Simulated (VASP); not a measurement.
# BaSrAl4 (F-43m) in VASP: further runs

Runs on BaSrAl4. Level: PBE. Tasks: single point, relaxation of cell and atoms.

Everything below comes from runs of VASP 6.6.1. Logs are shortened: lines on timing, memory, paths and dates and some standing lists are left out, and cuts for length are marked.

## (1) The cell of the first run

It takes space group F-43m (No. 216, cubic). The conventional cell has a = 8.212 Å, b = 8.212 Å, c = 8.212 Å, α = 90.00°, β = 90.00°, γ = 90.00°. Within 4.5 Å of Ba (site symmetry -43m) lie 12 Al at 3.40 Å and 4 Sr at 3.56 Å. Within 4.5 Å of Sr (site symmetry -43m) lie 12 Al at 3.40 Å and 4 Ba at 3.56 Å. Within 3.8 Å of Al (site symmetry 3m) lie 6 Al at 2.90 to 2.91 Å and 3 Ba at 3.40 Å and 3 Sr at 3.40 Å.

## (2) Single point, PBE

INCAR reads:

```
PREC = Accurate
ENCUT = 520
EDIFF = 1E-6
ISMEAR = 0
SIGMA = 0.1
LREAL = F
LASPH = T
NELM = 60
ALGO = Normal
ISIF = 2
LWAVE = F
LCHARG = F
GGA = PE
NBANDS = 25
```

KPOINTS reads:

```
Automatic mesh
0
Gamma
  4 4 4
```

POSCAR reads:

```
BaSrAl4
1.0
    0.0000000000      4.1058064400      4.1058064400
    4.1058064400      0.0000000000      4.1058064400
    4.1058064400      4.1058064400      0.0000000000
Ba Sr Al
1 1 4
Direct
    0.7500000000      0.7500000000      0.7500000000
    0.0000000000      0.0000000000      0.0000000000
    0.8746979800      0.3751006700      0.3751006700
    0.3751006700      0.3751006700      0.3751006700
    0.3751006700      0.8746979800      0.3751006700
    0.3751006700      0.3751006700      0.8746979800
```

Potentials or basis: VASP PAW PBE potentials, release 64 (Ba_sv, Sr_sv, Al).

Command:

```bash
cat potpaw_PBE.64/Ba_sv/POTCAR potpaw_PBE.64/Sr_sv/POTCAR potpaw_PBE.64/Al/POTCAR > POTCAR
mpirun -np 1 vasp_std > vasp.out
```

OUTCAR:

```text
PREC = Accurate
   ENCUT = 520
   EDIFF = 1E-6
   ISMEAR = 0
   LREAL = F
   LASPH = T
   NELM = 60
   ISIF = 2
   GGA = PE

 ion  position               nearest neighbor table
   1  0.750  0.750  0.750-   5 3.40   6 3.40   3 3.40   6 3.40   3 3.40   5 3.40   4 3.40   4 3.40
                             4 3.40   3 3.40   5 3.40   6 3.40   2 3.56   2 3.56   2 3.56   2 3.56
   2  0.000  0.000  0.000-   3 3.40   5 3.40   6 3.40   4 3.40   4 3.40   4 3.40   3 3.40   3 3.40
                             6 3.40   5 3.40   5 3.40   6 3.40   1 3.56   1 3.56   1 3.56   1 3.56
   3  0.875  0.375  0.375-   4 2.90   5 2.90   6 2.90   4 2.91   6 2.91   5 2.91   1 3.40   1 3.40
                             1 3.40   2 3.40   2 3.40   2 3.40
   4  0.375  0.375  0.375-   3 2.90   5 2.90   6 2.90   6 2.91   5 2.91   3 2.91   1 3.40   1 3.40
                             1 3.40   2 3.40   2 3.40   2 3.40
   5  0.375  0.875  0.375-   3 2.90   4 2.90   6 2.90   6 2.91   4 2.91   3 2.91   1 3.40   1 3.40
                             1 3.40   2 3.40   2 3.40   2 3.40
   6  0.375  0.375  0.875-   3 2.90   4 2.90   5 2.90   4 2.91   5 2.91   3 2.91   1 3.40   1 3.40
                             1 3.40   2 3.40   2 3.40   2 3.40

  LATTYP: Found a face centered cubic cell.
 ALAT       =     8.2116128800

  Lattice vectors:

 A1 = (   0.0000000000,   4.1058064400,   4.1058064400)
 A2 = (   4.1058064400,   0.0000000000,   4.1058064400)
 A3 = (   4.1058064400,   4.1058064400,   0.0000000000)

Analysis of symmetry for initial positions (statically):
=====================================================================
 Subroutine PRICEL returns:
 Original cell was already a primitive cell.

 Routine SETGRP: Setting up the symmetry group for a
 face centered cubic supercell.

 Subroutine GETGRP returns: Found 24 space group operations
 (whereof 24 operations were pure point group operations)
 out of a pool of 48 trial point group operations.

The static configuration has the point symmetry T_d .

Analysis of symmetry for dynamics (positions and initial velocities):
=====================================================================
 Subroutine PRICEL returns:
 Original cell was already a primitive cell.

 Routine SETGRP: Setting up the symmetry group for a
 face centered cubic supercell.

 Subroutine GETGRP returns: Found 24 space group operations
 (whereof 24 operations were pure point group operations)
 out of a pool of 48 trial point group operations.

The dynamic configuration has the point symmetry T_d .

 Subroutine INISYM returns: Found 24 space group operations
 (whereof 24 operations are pure point group operations),
 and found     1 'primitive' translations

----------------------------------------------------------------------------------------

                                     Primitive cell

  volume of cell :     138.4285

  direct lattice vectors                    reciprocal lattice vectors
     0.000000000  4.105806440  4.105806440    -0.121778756  0.121778756  0.121778756
     4.105806440  0.000000000  4.105806440     0.121778756 -0.121778756  0.121778756
     4.105806440  4.105806440  0.000000000     0.121778756  0.121778756 -0.121778756

  length of vectors
     5.806487152  5.806487152  5.806487152     0.210926992  0.210926992  0.210926992

  position of ions in fractional coordinates (direct lattice)
     0.750000000  0.750000000  0.750000000
     0.000000000  0.000000000  0.000000000
     0.874697980  0.375100670  0.375100670
     0.375100670  0.375100670  0.375100670
     0.375100670  0.874697980  0.375100670
     0.375100670  0.375100670  0.874697980

  ion indices of the primitive-cell ions
   primitive index   ion index
                 1           1
                 2           2
                 3           3
                 4           4
                 5           5
                 6           6

----------------------------------------------------------------------------------------

 KPOINTS: Automatic mesh

Automatic generation of k-mesh.
 Grid dimensions read from file:
 generate k-points for:    4    4    4

 Generating k-lattice:

  Cartesian coordinates                     Fractional coordinates (reciprocal lattice)
    -0.030444689  0.030444689  0.030444689     0.250000000  0.000000000  0.000000000
     0.030444689 -0.030444689  0.030444689     0.000000000  0.250000000  0.000000000
     0.030444689  0.030444689 -0.030444689     0.000000000  0.000000000  0.250000000

  Length of vectors
     0.052731748  0.052731748  0.052731748

  Shift w.r.t. Gamma in fractional coordinates (k-lattice)
     0.000000000  0.000000000  0.000000000

 Subroutine IBZKPT returns following result:
 ===========================================

 Found      8 irreducible k-points:

 Following reciprocal coordinates:
            Coordinates               Weight
  0.000000  0.000000  0.000000      1.000000
  0.250000  0.000000  0.000000      8.000000
  0.500000  0.000000  0.000000      4.000000
  0.250000  0.250000  0.000000      6.000000
  0.500000  0.250000  0.000000     24.000000
 -0.250000  0.250000  0.000000     12.000000
  0.500000  0.500000  0.000000      3.000000
 -0.250000  0.500000  0.250000      6.000000
   k-points           NKPTS =      8   k-points in BZ     NKDIM =      8   number of bands    NBANDS=     25
   number of dos      NEDOS =    301   number of ions     NIONS =      6
   total plane-waves  NPLWV = 110592
   dimension x,y,z NGX =    48 NGY =   48 NGZ =   48
   dimension x,y,z NGXF=    96 NGYF=   96 NGZF=   96
   ions per type =               1   1   4
   NGX,Y,Z   is equivalent  to a cutoff of  13.74, 13.74, 13.74 a.u.
   NGXF,Y,Z  is equivalent  to a cutoff of  27.49, 27.49, 27.49 a.u.
 SYSTEM =  unknown system
   PREC   = accura    normal or accurate (medium, high low for compatibility)
   ISTART =      0    job   : 0-new  1-cont  2-samecut
   ICHARG =      2    charge: 1-file 2-atom 10-const
   ISPIN  =      1    spin polarized calculation?
   LNONCOLLINEAR =      F non collinear calculations
   LSORBIT =      F    spin-orbit coupling
   LASPH  =      T    aspherical Exc in radial PAW
   ENCUT  =  520.0 eV  38.22 Ry    6.18 a.u.  10.80 10.80 10.80*2*pi/ulx,y,z
   NELM   =     60;   NELMIN=  2; NELMDL= -5     # of ELM steps
   EDIFF  = 0.1E-05   stopping-criterion for ELM
   LREAL  =      F    real-space projection
   EDIFFG = 0.1E-04   stopping-criterion for IOM
   NSW    =      0    number of steps for IOM
   IBRION =     -1    ionic relax: 0-MD 1-quasi-New 2-CG
   NFREE  =      0    steps in history (QN), initial steepest desc. (CG)
   ISIF   =      2    stress and relaxation
   ISYM   =      2    0-nonsym 1-usesym 2-fastsym
   POTIM  = 0.5000    time-step for ionic-motion
   TEBEG  =    0.0;   TEEND  =   0.0 temperature during run
   PSTRESS=    0.0 pullay stress
   NELECT =      32.0000    total number of electrons
   NUPDOWN=      -1.0000    fix difference up-down
   EMIN   =  10.00;   EMAX   =-10.00  energy-range for DOS
   EFERMI =   0.00;   METHOD = LEGACY
   ISMEAR =     0;   SIGMA  =   0.10  broadening in eV -4-tet -1-fermi 0-gaus
   EFERMI_NEDOS =   21; number of points for ismear=-14 and -15
   IALGO  =     38    algorithm
   IMIX   =      4    mixing-type and parameters
     AMIX     =   0.40;   BMIX     =  1.00
     AMIX_MAG =   1.60;   BMIX_MAG =  1.00
  volume/ion in A,a.u.               =      23.07       155.69
  Fermi-wavevector in a.u.,A,eV,Ry     =   1.004731  1.898666 13.734862  1.009484
  Thomas-Fermi vector in A             =   2.137365
   LORBIT       =      0    0 simple, 1 ext, 2 COOP (PROOUT), +10 PAW based schemes
   GGA     = PE    functional components
   LHFCALC =     F    Hartree Fock is set to
   AEXX    =    0.0000 exact exchange contribution
   IVDW    =     0    specifies the selected vdW correction
   LEPSILON=     F    determine dielectric tensor
   LRPA    =     F    only Hartree local field effects (RPA)
 non-spin polarized calculation
 Gauss-broadening in eV      SIGMA  =   0.10
  energy-cutoff  :      520.00
  volume of cell :      138.43
 maximum number of plane-waves:      3750
 NGX is ok and might be reduce to    48
   NGX = 21   NGY = 21   NGZ = 21

 number of electron      32.0000000 magnetization

 Free energy of the ion-electron system (eV)
  ---------------------------------------------------
  ext. energy  EPLUGINS =         0.00000000
  ---------------------------------------------------
  free energy    TOTEN  =       -19.74106473 eV

  energy without entropy =      -19.70816161  energy(sigma->0) =      -19.72461317

 E-fermi :   4.9545     XC(G=0):  -9.6681

 val. band max:        4.8910673063   @ k =   0.5000   0.2500   0.0000
 cond. band min:       4.9998025918   @ k =   0.2500   0.0000   0.0000
 fundamental gap:      0.1087352854
 Fermi energy:         4.9544674815

 k-point     1 :       0.0000    0.0000    0.0000
  band No.  band energies     occupation
      1     -29.9573      2.00000
      2     -22.2037      2.00000
      3     -12.0988      2.00000
      4     -12.0988      2.00000
      5     -12.0988      2.00000
      6      -7.6669      2.00000
[... 17 lines left out ...]
     24      10.4429      0.00000
     25      10.5630      0.00000

 k-point     2 :       0.2500    0.0000    0.0000
  band No.  band energies     occupation
      1     -29.9570      2.00000
      2     -22.2041      2.00000
      3     -12.1045      2.00000
      4     -12.1026      2.00000
      5     -12.1026      2.00000
      6      -7.7246      2.00000
[... 17 lines left out ...]
     24       9.1640      0.00000
     25      10.5371      0.00000

 k-point     3 :       0.5000    0.0000    0.0000
  band No.  band energies     occupation
      1     -29.9567      2.00000
      2     -22.2044      2.00000
      3     -12.1108      2.00000
      4     -12.1063      2.00000
      5     -12.1063      2.00000
      6      -7.7720      2.00000
[... 104 lines left out ...]
 k-point     7 :       0.5000    0.5000    0.0000
  band No.  band energies     occupation
      1     -29.9565      2.00000
      2     -22.2047      2.00000
      3     -12.1175      2.00000
      4     -12.1175      2.00000
      5     -12.0960      2.00000
      6      -7.7918      2.00000
[... 17 lines left out ...]
     24       9.5823      0.00000
     25      10.5078      0.00000

 k-point     8 :      -0.2500    0.5000    0.2500
  band No.  band energies     occupation
      1     -29.9565      2.00000
      2     -22.2047      2.00000
      3     -12.1250      2.00000
      4     -12.1181      2.00000
      5     -12.0886      2.00000
      6      -7.7350      2.00000
[... 17 lines left out ...]
     24       8.6551      0.00000
     25       9.8354      0.00000

------------------------ aborting loop because EDIFF is reached ----------------------------------------

  FORCE on cell =-STRESS in cart. coord.  units (eV):
  Direction    XX          YY          ZZ          XY          YZ          ZX
  --------------------------------------------------------------------------------------
  -------------------------------------------------------------------------------------
  Total        3.4510392      3.4510392      3.4510392     -0.0000000      0.0000000      0.0000000
  in kB       39.9424832     39.9424832     39.9424832     -0.0000000      0.0000000      0.0000000
  external PRESSURE =      39.9424832 kB  Pullay stress =       0.0000000 kB

 VOLUME and BASIS-vectors are now :
 -----------------------------------------------------------------------------
  energy-cutoff  :      520.00
  volume of cell :      138.43
      direct lattice vectors                 reciprocal lattice vectors
     0.000000000  4.105806440  4.105806440    -0.121778756  0.121778756  0.121778756
     4.105806440  0.000000000  4.105806440     0.121778756 -0.121778756  0.121778756
     4.105806440  4.105806440  0.000000000     0.121778756  0.121778756 -0.121778756

 POSITION                                       TOTAL-FORCE (eV/Angst)
 -----------------------------------------------------------------------------------
      6.15871      6.15871      6.15871         0.000000     -0.000000      0.000000
      0.00000      0.00000      0.00000         0.000000     -0.000000      0.000000
      3.08018      5.13143      5.13143        -0.021068      0.021068      0.021068
      3.08018      3.08018      3.08018        -0.021068     -0.021068     -0.021068
      5.13143      3.08018      5.13143         0.021068     -0.021068      0.021068
      5.13143      5.13143      3.08018         0.021068      0.021068     -0.021068
 -----------------------------------------------------------------------------------
    total drift:                               -0.000003     -0.000003     -0.000002

  FREE ENERGIE OF THE ION-ELECTRON SYSTEM (eV)
  ---------------------------------------------------
  free  energy   TOTEN  =       -19.7410647268 eV

  energy  without entropy=      -19.7081616052  energy(sigma->0) =      -19.72461317
```

Wall time 31 s (1 thread of Intel Xeon 6975P-C, shared host); peak memory 0.32 GiB.

Results:

* Free energy: -19.7411 eV
* Pressure: 4.0 GPa
* Largest force: 0.036 eV/Å
* Band gap on the k mesh: zero (band 16 reaches 5.95 eV, above the bottom of band 17 at 3.61 eV)

Forces in eV/Å, atoms in the order of the input:
```
Ba   0.000  0.000  0.000
Sr   0.000  0.000  0.000
Al  -0.021  0.021  0.021
Al  -0.021 -0.021 -0.021
Al   0.021 -0.021  0.021
Al   0.021  0.021 -0.021
```

Levels at points of the mesh, in eV from the Fermi level:
| k point | band 14 | band 15 | band 16 | band 17 | band 18 | band 19 |
| --- | --- | --- | --- | --- | --- | --- |
| (0.00, 0.00, 0.00) | -1.37 | -1.37 | -1.37 | -1.35 | -1.35 | 2.07 |
| (0.50, 0.00, 0.00) | -0.82 | -0.82 | 1.00 | 1.00 | 1.21 | 2.59 |
| (0.50, 0.50, 0.00) | -1.81 | 0.57 | 0.81 | 1.52 | 1.53 | 1.53 |

Caveat: spin-orbit coupling is left out, which moves the levels of the heavy elements.

## (3) Single point, PBE

This run uses another cell than the first one, of 24.75 Å³/atom, 1.073 times its volume.

INCAR reads:

```
SYSTEM = BaSrAl4
PREC     = Accurate       ! precision mode
ENCUT    = 520            ! plane-wave cutoff, eV
EDIFF    = 1E-7           ! SCF threshold, eV
ISMEAR   = 0              ! smearing method
SIGMA    = 0.1            ! smearing width, eV
LREAL    = .FALSE.        ! projectors in reciprocal space
LASPH    = .TRUE.         ! aspherical terms in the spheres
NELM     = 100            ! most SCF steps
ALGO     = Normal         ! electronic algorithm
ISIF     = 2              ! what is computed and relaxed
LWAVE    = .FALSE.        ! write WAVECAR
LCHARG   = .FALSE.        ! write CHGCAR
GGA      = PE             ! functional
NBANDS   = 25             ! bands
```

KPOINTS reads:

```
Automatic mesh
0
G
  8 8 8
  0 0 0
```

POSCAR reads:

```
BaSrAl4
1.0
    0.0000000000      4.2027992298      4.2027992298
    4.2027992298      0.0000000000      4.2027992298
    4.2027992298      4.2027992298      0.0000000000
Ba Sr Al
1 1 4
Direct
    0.7500000000      0.7500000000      0.7500000000
    0.0000000000      0.0000000000      0.0000000000
    0.8748730727      0.3750423091      0.3750423091
    0.3750423091      0.3750423091      0.3750423091
    0.3750423091      0.8748730727      0.3750423091
    0.3750423091      0.3750423091      0.8748730727
```

Potentials or basis: VASP PAW PBE potentials, release 64 (Ba_sv, Sr_sv, Al).

Command:

```bash
cat potpaw_PBE.64/Ba_sv/POTCAR potpaw_PBE.64/Sr_sv/POTCAR potpaw_PBE.64/Al/POTCAR > POTCAR
mpirun -np 1 vasp_std > vasp.out
```

OUTCAR:

```text
SYSTEM = BaSrAl4
   PREC = Accurate
   ENCUT = 520
   EDIFF = 1E-7
   ISMEAR = 0
   LREAL = .FALSE.
   LASPH = .TRUE.
   NELM = 100
   ISIF = 2
   GGA = PE

 ion  position               nearest neighbor table
   1  0.750  0.750  0.750-   3 3.48   5 3.48   6 3.48   4 3.48   4 3.48   4 3.48   3 3.48   6 3.48
                             5 3.48   3 3.48   5 3.48   6 3.48   2 3.64   2 3.64   2 3.64   2 3.64
   2  0.000  0.000  0.000-   3 3.48   5 3.48   3 3.48   6 3.48   5 3.48   6 3.48   4 3.48   4 3.48
                             4 3.48   3 3.48   5 3.48   6 3.48   1 3.64   1 3.64   1 3.64   1 3.64
   3  0.875  0.375  0.375-   4 2.97   5 2.97   6 2.97   4 2.97   6 2.97   5 2.97   1 3.48   1 3.48
[... 887 lines left out ...]
  Total        0.2251838      0.2251838      0.2251838     -0.0000000      0.0000000      0.0000000
  in kB        2.4299748      2.4299748      2.4299748     -0.0000000      0.0000000      0.0000000
  external PRESSURE =       2.4299748 kB  Pullay stress =       0.0000000 kB

 VOLUME and BASIS-vectors are now :
 -----------------------------------------------------------------------------
  energy-cutoff  :      520.00
  volume of cell :      148.47
      direct lattice vectors                 reciprocal lattice vectors
     0.000000000  4.202799230  4.202799230    -0.118968329  0.118968329  0.118968329
     4.202799230  0.000000000  4.202799230     0.118968329 -0.118968329  0.118968329
     4.202799230  4.202799230  0.000000000     0.118968329  0.118968329 -0.118968329

 POSITION                                       TOTAL-FORCE (eV/Angst)
 -----------------------------------------------------------------------------------
      6.30420      6.30420      6.30420        -0.000000      0.000000      0.000000
      0.00000      0.00000      0.00000        -0.000000      0.000000      0.000000
      3.15246      5.25314      5.25314        -0.004197      0.004197      0.004197
      3.15246      3.15246      3.15246        -0.004197     -0.004197     -0.004197
      5.25314      3.15246      5.25314         0.004197     -0.004197      0.004197
      5.25314      5.25314      3.15246         0.004197      0.004197     -0.004197
 -----------------------------------------------------------------------------------
    total drift:                                0.000000      0.000000      0.000000

  FREE ENERGIE OF THE ION-ELECTRON SYSTEM (eV)
  ---------------------------------------------------
  free  energy   TOTEN  =       -19.8175909560 eV

  energy  without entropy=      -19.8039258771  energy(sigma->0) =      -19.81075842
```

stdout:

```text
POSCAR found type information on POSCAR BaSrAl
 POSCAR found :  3 types and       6 ions
 scaLAPACK will be used
 LDA part: xc-table for (Slater+PW92), standard interpolation
 POSCAR, INCAR and KPOINTS ok, starting setup
 FFT: planning ... GRIDC
 FFT: planning ... GRID_SOFT
 FFT: planning ... GRID
 WAVECAR not read
 entering main loop
```

Run time: 2.3 min. Hardware: 1 thread of Intel Xeon 6975P-C, shared host; peak memory 0.39 GiB.

What came out:

```yaml
Free_energy: -19.8176 eV
Pressure: 0.2 GPa
Largest_force: 0.007 eV/Å
Band_gap_on_the_k_mesh: zero (band 16 reaches 5.42 eV, above the bottom of band 17 at 3.27 eV)
```

Forces in eV/Å, atoms in the order of the input:
```
Ba   0.000  0.000  0.000
Sr   0.000  0.000  0.000
Al  -0.004  0.004  0.004
Al  -0.004 -0.004 -0.004
Al   0.004 -0.004  0.004
Al   0.004  0.004 -0.004
```

Caveat: spin-orbit coupling is left out, which moves the levels of the heavy elements.

(Part 1 of 2 ends here.)
